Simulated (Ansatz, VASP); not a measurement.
SrVO3 in VASP and in Ansatz

```xyz
5
Lattice="3.8409 0.0000 0.0000 0.0000 3.8409 0.0000 0.0000 0.0000 3.8409" Properties=species:S:1:pos:R:3 pbc="T T T"
Sr    1.9204    1.9204    1.9204
V     0.0000    0.0000    0.0000
O     0.0000    0.0000    1.9204
O     0.0000    1.9204    0.0000
O     1.9204    0.0000    0.0000
```

Alike in both runs: task relaxation of cell and atoms; functional PBEsol; k mesh 7 × 7 × 7; occupations fermi-dirac, width 0.05 eV; collinear spin.

|  | VASP | Ansatz |
| --- | --- | --- |
| version | VASP 6.6.1 | Ansatz 0.2.0 |
| potentials or method | VASP PAW PBE potentials, release 64 (Sr_sv, V_sv, O) | Ansatz PAW |
| plane-wave cutoff (eV) | 600 | 420 |
| valence electrons in the cell | 41 | 41 |

Ansatz gave:

```
gap on the k mesh at the Fermi level, each at its own relaxed structure (eV) : none
net moment per atom (μB)                                                     : 0.00
relaxed volume (Å³/atom)                                                     : 11.05
relaxed cell length with the largest relative difference (Å)                 : 3.809
```

Problem. Estimate VASP's values.

Solution. gap on the k mesh at the Fermi level, each at its own relaxed structure (eV): none; net moment per atom (μB): 0.00; relaxed volume (Å³/atom): 11.09; relaxed cell length with the largest relative difference (Å): 3.813.

VASP's potentials were made for PBE, not for PBEsol. A gap of «none» marks a metal or a gap that the smearing closes.

Noted on Ansatz's run: the plane-wave basis is chosen anew once the cell has moved, so the energies of steps on either side of that aren't comparable.
